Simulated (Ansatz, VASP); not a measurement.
## Two plane-wave programs on TaN

```
Ta N
1.0
     0.00000    2.47489    2.18784
     2.18784    0.00000    2.18784
     2.18784    2.47489    0.00000
Ta N
1 1
Direct
  0.50000 0.50000 0.50000
  0.00000 0.00000 0.00000
```

Change from the starting cell: strain +0.1312 x Voigt [0, 1, 0, 0, 0, 0], atoms carried along.

Alike in both runs: task single point; functional PBEsol; k mesh 24 × 24 × 24; occupations gaussian, width 0.15 eV; no spin polarisation.

```csv
,VASP,Ansatz
version,VASP 6.6.1,Ansatz 0.2.0
potentials or method,"VASP PAW PBE potentials, release 64 (Ta_pv, N), cutoff 520 eV","scalar-relativistic, plane waves, PAW"
valence electrons in the cell,16,18
```

Ansatz gave:

- gap on the k mesh at the Fermi level (eV): none
- pressure (GPa): -24.4
- traceless stress, the component that is largest in VASP (GPa): -9.88

Question: Which values does VASP return?

Answer: gap on the k mesh at the Fermi level (eV): none; pressure (GPa): -23.8; traceless stress, the component that is largest in VASP (GPa): -10.15.

VASP's potentials were made for PBE, not for PBEsol. A gap of «none» marks a metal or a gap that the smearing closes. The functional is the same, so the differences come from potentials, cutoffs and numerics. VASP's potentials hold 16 valence electrons a cell and Ansatz's 18, so a difference there can come from the potentials and not from the codes.

Neither program's run includes spin-orbit coupling.
